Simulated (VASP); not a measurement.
MgH2:

```
Mg H
1.0
    -1.34808    2.37616    2.05213
     1.34808   -2.37616    2.05213
     1.34808    2.37616   -2.05213
Mg H
1 2
Direct
  0.36562 0.86562 0.50000
  0.97896 0.22392 0.75503
  0.46889 0.22392 0.24497
```

```yaml
Program: VASP 6.6.1
Task: relaxation of cell and atoms
Functional: PBE
Potentials_or_basis: VASP PAW PBE potentials, release 64 (Mg, H)
Cutoff: 600 eV
k_mesh: 8 × 8 × 8
Occupations: gaussian, width 0.1 eV
Spin: no spin polarisation
```

At the start: pressure 10.7 GPa; volume 8.76 Å³/atom.

Problem. Where does the relaxation end?

Solution. Over 27 steps the energy falls by 81.3 meV/atom and the volume is 8.93 Å³/atom (+1.9 %); space group Immm (No. 71, to 0.05 Å).

Step by step:
```
step  energy change (eV)  largest force (eV/Å)  pressure (GPa)  volume (Å³)
   1              0.0000                0.2674           10.65        26.29
   2             -0.1383                0.2654            3.82        28.56
   3             -0.1470                0.1789           -3.41        32.40
   4             -0.1705                0.2214           -0.67        30.67
   5             -0.1706                0.2249           -0.42        30.53
   6             -0.1757                0.1691           -0.38        30.47
   7             -0.1805                0.0867           -0.24        30.34
   8             -0.1847                0.0740           -0.22        30.18
   9             -0.1917                0.0545           -0.20        29.72
  10             -0.1923                0.0585           -0.20        29.53
  11             -0.1956                0.0563           -0.18        29.32
  12             -0.2042                0.0669           -0.12        28.69
  13             -0.2237                0.0998            0.27        27.38
  14             -0.1078                0.9181            6.91        24.67
  15             -0.2230                0.1306            0.54        27.19
  16             -0.2279                0.1233            2.09        25.94
  17             -0.2295                0.1002            1.02        26.63
  18             -0.2311                0.0790            1.46        26.29
  19             -0.2326                0.1077            1.44        26.22
  20             -0.2326                0.1069            1.44        26.22
  21             -0.2353                0.0998            1.08        26.37
  22             -0.2402                0.0793            0.03        26.81
  23             -0.2373                0.0404           -1.84        27.72
  24             -0.2411                0.0655           -0.60        27.10
  25             -0.2420                0.0477           -0.44        27.03
  26             -0.2433                0.0072            0.07        26.80
  27             -0.2439                0.0090            0.05        26.79
```

Final structure:
```
Mg H
1.0
    -1.62025    2.38204    1.73525
     1.62025   -2.38204    1.73525
     1.62025    2.38204   -1.73525
Mg H
1 2
Direct
  0.27083 0.77083 0.50000
  0.01882 0.27132 0.74750
  0.52381 0.27132 0.25250
```
